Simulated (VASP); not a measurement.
WS2 (Tungstenite), 3 atoms in the cell. The structure is trigonal, space group R3m (No. 160). Conventional cell: a = 3.158 Å, b = 3.158 Å, c = 18.490 Å, α = 90.00°, β = 90.00°, γ = 120.00°. W (site symmetry 3m) has 6 S at 2.39 to 2.42 Å and 6 W at 3.16 Å within 3.2 Å. S (site symmetry 3m) has 3 W at 2.39 Å and 7 S at 3.13 to 3.16 Å within 3.2 Å. Within 3.2 Å of S (site symmetry 3m) lie 3 W at 2.42 Å and 7 S at 3.13 to 3.16 Å. 

```yaml
Program: VASP 6.6.1
Task: single point
Functional: LDA
Potentials_or_basis: VASP PAW LDA potentials, release 64 (W_sv, S)
Cutoff: 520 eV
k_mesh: 9 × 9 × 9
Occupations: methfessel-paxton, width 0.02 eV
Spin: no spin polarisation
Hubbard_terms: W d U = 5.9 eV, J = 0.9 eV
Dipole_correction: no
LDAUTYPE: 1
Hund's_J: 0.9
Further_INCAR_settings: ALGO = Normal; EDIFF = 1e-06; NBANDS = 20
```

Potentials or basis: VASP PAW LDA potentials, release 64 (W_sv, S).

The run is started by

```console
$ cat potpaw_LDA.64/W_sv/POTCAR potpaw_LDA.64/S/POTCAR > POTCAR
$ mpirun -np 1 vasp_std > vasp.out
```

Hardware: 1 thread of Intel(R) Xeon(R) Platinum 8488C (Sapphire Rapids) (shared host).

Task: Estimate the wall time of this run.

Result: It took 3.4 min on 1 thread of Intel(R) Xeon(R) Platinum 8488C (Sapphire Rapids) (shared host), peak memory 0.3 GiB. Counts: scf iterations 14, k points 85.
